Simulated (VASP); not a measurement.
# TaN (R-3m) in VASP: a series of runs, part 2 of 2

VASP 6.6.1.

### 3 Single point, PBEsol

This run uses another cell than the first one, of the same volume but with other edges.

The input, INCAR:

```
SYSTEM = TaN
PREC = Accurate
ENCUT = 520
EDIFF = 1E-7
ISMEAR = 0
SIGMA = 0.15
LREAL = .FALSE.
LASPH = .TRUE.
NELM = 100
ALGO = Normal
ISIF = 2
LWAVE = .FALSE.
LCHARG = .TRUE.
GGA = PS
LELF = .TRUE.
LVHAR = .TRUE.
NBANDS = 15
```

The input, KPOINTS:

```
Automatic mesh
0
G
  20 20 20
  0 0 0
```

The input, POSCAR:

```
TaN
1.0
    0.2734023343      2.3239198412      2.3239198412
    2.3239198412      0.2734023343      2.3239198412
    2.3239198412      2.3239198412      0.2734023343
Ta N
1 1
Direct
    0.5000000000      0.5000000000      0.5000000000
    0.0000000000      0.0000000000      0.0000000000
```

Potentials or basis: VASP PAW PBE potentials, release 64 (Ta_pv, N).

The run is started by

```
$ cat potpaw_PBE.64/Ta_pv/POTCAR potpaw_PBE.64/N/POTCAR > POTCAR
$ mpirun -np 1 vasp_std > vasp.out
```

OUTCAR:

```text
SYSTEM = TaN
   PREC = Accurate
   ENCUT = 520
   EDIFF = 1E-7
   ISMEAR = 0
   LREAL = .FALSE.
   LASPH = .TRUE.
   NELM = 100
   ISIF = 2
   GGA = PS

 ion  position               nearest neighbor table
   1  0.500  0.500  0.500-   2 2.20   2 2.20   2 2.20   2 2.20   2 2.20   2 2.20
   2  0.000  0.000  0.000-   1 2.20   1 2.20   1 2.20   1 2.20   1 2.20   1 2.20

  LATTYP: Found a trigonal (rhomboedric) cell.
 ALAT       =     3.2978713882
 COS(alpha) =     0.6134020619

  Lattice vectors:

 A1 = (   0.2734023343,   2.3239198412,   2.3239198412)
[... 620 lines left out ...]

  FORCE on cell =-STRESS in cart. coord.  units (eV):
  Direction    XX          YY          ZZ          XY          YZ          ZX
  --------------------------------------------------------------------------------------
  -------------------------------------------------------------------------------------
  Total        0.9057571      0.9057571      0.9057571     -0.8540421     -0.8540421     -0.8540421
  in kB       70.1327138     70.1327138     70.1327138    -66.1284282    -66.1284282    -66.1284282
  external PRESSURE =      70.1327138 kB  Pullay stress =       0.0000000 kB

 VOLUME and BASIS-vectors are now :
 -----------------------------------------------------------------------------
  energy-cutoff  :      520.00
  volume of cell :       20.69
      direct lattice vectors                 reciprocal lattice vectors
     0.273402334  2.323919841  2.323919841    -0.257387599  0.230294168  0.230294168
     2.323919841  0.273402334  2.323919841     0.230294168 -0.257387599  0.230294168
     2.323919841  2.323919841  0.273402334     0.230294168  0.230294168 -0.257387599

 POSITION                                       TOTAL-FORCE (eV/Angst)
 -----------------------------------------------------------------------------------
      2.46062      2.46062      2.46062         0.000000     -0.000000      0.000000
      0.00000      0.00000      0.00000        -0.000000      0.000000     -0.000000
 -----------------------------------------------------------------------------------
    total drift:                                0.000000      0.000000      0.000000

  FREE ENERGIE OF THE ION-ELECTRON SYSTEM (eV)
  ---------------------------------------------------
  free  energy   TOTEN  =       -23.0444218488 eV

  energy  without entropy=      -23.0344555735  energy(sigma->0) =      -23.03943871
```

stdout:

```text
POSCAR found type information on POSCAR TaN
 POSCAR found :  2 types and       2 ions
 scaLAPACK will be used
 -----------------------------------------------------------------------------
|                                                                             |
|                                                                             |
|     You enforced a specific xc type in the INCAR file but a different       |
|     I HOPE YOU KNOW WHAT YOU ARE DOING!                                     |
|                                                                             |
 -----------------------------------------------------------------------------

 LDA part: xc-table for (Slater+PW92), standard interpolation
 POSCAR, INCAR and KPOINTS ok, starting setup
 FFT: planning ... GRIDC
 FFT: planning ... GRID_SOFT
 FFT: planning ... GRID
 WAVECAR not read
 entering main loop
```

It took 2.6 min on 1 thread of Intel Xeon 6975P-C (Granite Rapids), shared host; peak memory 0.38 GiB.

What came out:

```
Free energy            : -23.0444 eV
Pressure               : 7.0 GPa
Band gap on the k mesh : zero (band 8 reaches 10.31 eV, above the bottom of band 9 at 8.04 eV)
```

Stress tensor (GPa, compression positive):
```
 7.01 -6.61 -6.61
-6.61  7.01 -6.61
-6.61 -6.61  7.01
```

Caveat: the PAW data sets were made with another functional, which shifts forces and pressure a little; spin-orbit coupling is left out, which moves the levels of the heavy elements.

### 4 Single point, PBEsol

This run uses another cell than the first one, of the same volume but with other edges.

The input, INCAR:

```
SYSTEM = TaN
ALGO = Normal
EDIFF = 1E-7
ENCUT = 520
GGA = PS
ISIF = 2
ISMEAR = 0
LASPH = .TRUE.
LCHARG = .FALSE.
LREAL = .FALSE.
LWAVE = .FALSE.
NBANDS = 15
NELM = 60
PREC = Accurate
SIGMA = 0.15
```

The input, KPOINTS:

```
k-points
0
G
  20 20 20
  0 0 0
```

The input, POSCAR:

```
TaN
1.0
    0.8520159090      2.6777642855      2.6777642855
    2.6777642855      0.8520159090      2.6777642855
    2.6777642855      2.6777642855      0.8520159090
Ta N
1 1
Direct
    0.5000000000      0.5000000000      0.5000000000
    0.0000000000      0.0000000000      0.0000000000
```

The run is started by

```
$ cat potpaw_PBE.64/Ta_pv/POTCAR potpaw_PBE.64/N/POTCAR > POTCAR
$ mpirun -np 1 vasp_std > vasp.out
```

Wall time 3.2 min (1 thread of Intel Xeon 6975P-C (Granite Rapids), shared host); peak memory 0.38 GiB.

The run converged. Its results:

| Quantity | Value |
| --- | --- |
| Free energy | -20.2102 eV |
| Pressure | 21.6 GPa |
| Band gap on the k mesh | zero (band 8 reaches 8.07 eV, above the bottom of band 9 at 7.04 eV) |

Stress tensor (GPa, compression positive):
```
 21.56 -62.45 -62.45
-62.45  21.56 -62.45
-62.45 -62.45  21.56
```

Levels at points of the mesh, in eV from the Fermi level:
```tsv
k point	band 5	band 6	band 7	band 8	band 9	band 10	band 11	band 12
(0.00, 0.00, 0.00)	-5.65	-3.62	0.19	0.19	1.25	1.25	5.15	5.15
(0.50, 0.00, 0.00)	-7.74	-7.44	-3.14	-1.83	6.78	6.88	7.04	8.35
(0.50, 0.50, 0.00)	-5.38	-5.04	-2.66	-0.07	0.36	3.56	4.06	9.20
(0.50, 0.50, 0.50)	-8.94	-2.35	-1.15	-1.15	2.37	2.37	6.83	6.83
```

Caveat: the PAW data sets were made with another functional, which shifts forces and pressure a little; spin-orbit coupling is left out, which moves the levels of the heavy elements.

### 5 Single point, PBEsol

This run uses another cell than the first one, of the same volume but with other edges.

The input, INCAR:

```
ALGO = Normal ; EDIFF = 1E-6
ENCUT = 600 ; GGA = PS
GGA_COMPAT = False ; ISIF = 2
ISMEAR = 0 ; LASPH = True
LCHARG = False ; LREAL = False
LWAVE = False ; NBANDS = 16
NELM = 120 ; PREC = Accurate
SIGMA = 0.15
```

The input, KPOINTS:

```
k-points
0
Gamma
  20 20 20
```

The input, POSCAR:

```
TaN
1.0
    0.1132699494      2.2370814999      2.2370814999
    2.2370814999      0.1132699494      2.2370814999
    2.2370814999      2.2370814999      0.1132699494
Ta N
1 1
Direct
    0.5000000000      0.5000000000      0.5000000000
    0.0000000000      0.0000000000      0.0000000000
```

Potentials or basis: VASP PAW PBE potentials, release 64 (Ta_sv_GW, N).

The run is started by

```
$ cat potpaw_PBE.64/Ta_sv_GW/POTCAR potpaw_PBE.64/N/POTCAR > POTCAR
$ mpirun -np 1 vasp_std > vasp.out
```

Run time: 5.1 min. Hardware: 1 thread of Intel Xeon Platinum 8259CL at 2.50GHz (Skylake/Cascade Lake), shared host; peak memory 0.46 GiB.

It converged, with:

```yaml
Free_energy: -25.7254 eV
Pressure: 4.9 GPa
Band_gap_on_the_k_mesh: zero (band 9 reaches 15.65 eV, above the bottom of band 10 at 12.22 eV)
```

Stress tensor (GPa, compression positive):
```
 4.90 -3.04 -3.04
-3.04  4.90 -3.04
-3.04 -3.04  4.90
```

Levels at points of the mesh, in eV from the Fermi level:
```csv
k point,band 6,band 7,band 8,band 9,band 10,band 11,band 12,band 13
"(0.00, 0.00, 0.00)",-4.08,-3.59,-3.59,-3.01,-1.77,-1.77,0.22,0.22
"(0.50, 0.00, 0.00)",-10.51,-8.20,-7.41,0.88,2.86,3.02,3.90,7.88
"(0.50, 0.50, 0.00)",-6.61,-5.61,-4.76,-4.35,2.15,3.54,3.97,4.83
"(0.50, 0.50, 0.50)",-10.59,-7.17,-7.17,1.66,1.66,1.70,4.28,7.42
```

Caveat: the PAW data sets were made with another functional, which shifts forces and pressure a little; spin-orbit coupling is left out, which moves the levels of the heavy elements.

### 6 Single point, PBEsol

The input, INCAR:

```
SYSTEM = TaN
PREC = Accurate
ENCUT = 600
EDIFF = 1E-6
ISMEAR = 0
SIGMA = 0.15
LREAL = .False.
LASPH = .True.
NELM = 120
ALGO = Normal
ISIF = 2
LWAVE = .False.
LCHARG = .False.
GGA = PS
NBANDS = 16
GGA_COMPAT = .False.
```

The input, KPOINTS:

```
regular mesh
0
Gamma
  20 20 20
  0 0 0
```

The input, POSCAR:

```
TaN
1.0
   -0.2300298811      2.0702689302      2.0702689302
    2.0702689302     -0.2300298811      2.0702689302
    2.0702689302      2.0702689302     -0.2300298811
Ta N
1 1
Direct
    0.5000000000      0.5000000000      0.5000000000
    0.0000000000      0.0000000000      0.0000000000
```

Potentials or basis: VASP PAW PBE potentials, release 64 (Ta_sv_GW, N).

The run is started by

```
$ cat potpaw_PBE.64/Ta_sv_GW/POTCAR potpaw_PBE.64/N/POTCAR > POTCAR
$ mpirun -np 1 vasp_std > vasp.out
```

Run time: 2.1 min. Hardware: 1 thread of Intel Xeon Platinum 8375C at 2.90GHz (Ice Lake), shared host; peak memory 0.45 GiB.

The run converged. Its results:

```
Free energy            : -25.5668 eV
Pressure               : 5.2 GPa
Band gap on the k mesh : zero (band 9 reaches 16.67 eV, above the bottom of band 10 at 10.85 eV)
```

Stress tensor (GPa, compression positive):
```
5.21 9.90 9.90
9.90 5.21 9.90
9.90 9.90 5.21
```

Levels at points of the mesh, in eV from the Fermi level:
```csv
k point,band 5,band 6,band 7,band 8,band 9,band 10,band 11,band 12,band 13,band 14
"(0.00, 0.00, 0.00)",-18.74,-3.74,-3.74,-3.03,-3.03,-2.99,-0.72,0.63,0.63,2.94
"(0.50, 0.00, 0.00)",-15.62,-10.39,-7.78,-6.16,0.48,0.72,4.51,4.53,7.23,7.93
"(0.50, 0.50, 0.00)",-17.35,-6.48,-5.44,-4.85,-3.81,1.98,2.88,4.52,4.73,8.27
"(0.50, 0.50, 0.50)",-15.14,-10.19,-8.40,-8.40,2.82,3.37,3.37,3.81,8.62,8.62
```

Caveat: the PAW data sets were made with another functional, which shifts forces and pressure a little; spin-orbit coupling is left out, which moves the levels of the heavy elements.

### 7 The runs side by side

```csv
potentials or basis,cell,cutoff (eV),second run,gap on the mesh (eV),pressure (GPa)
"VASP PAW PBE potentials, release 64 (Ta_pv, N)","a = 2.937 Å, angles 67.3°, 2 atoms",520,-,none,6.2
"VASP PAW PBE potentials, release 64 (Ta_pv, N)","a = 3.298 Å, angles 52.2°, 2 atoms",520,-,none,7.0
"VASP PAW PBE potentials, release 64 (Ta_pv, N)","a = 3.882 Å, angles 38.9°, 2 atoms",520,-,none,21.6
"VASP PAW PBE potentials, release 64 (Ta_sv_GW, N)","a = 3.166 Å, angles 56.6°, 2 atoms",600,valence_matched,none,4.9
"VASP PAW PBE potentials, release 64 (Ta_sv_GW, N)","a = 2.937 Å, angles 67.3°, 2 atoms",600,valence_matched,none,5.2
```

Alike in all rows: task single point; level PBEsol; no spin polarisation; k mesh 20 × 20 × 20; smearing gaussian 0.15 eV.

Caveats: the PAW data sets were made with another functional, which shifts forces and pressure a little; spin-orbit coupling is left out, which moves the levels of the heavy elements.

Total energies depend on the potentials used, so only differences within one code and one set of settings carry meaning.
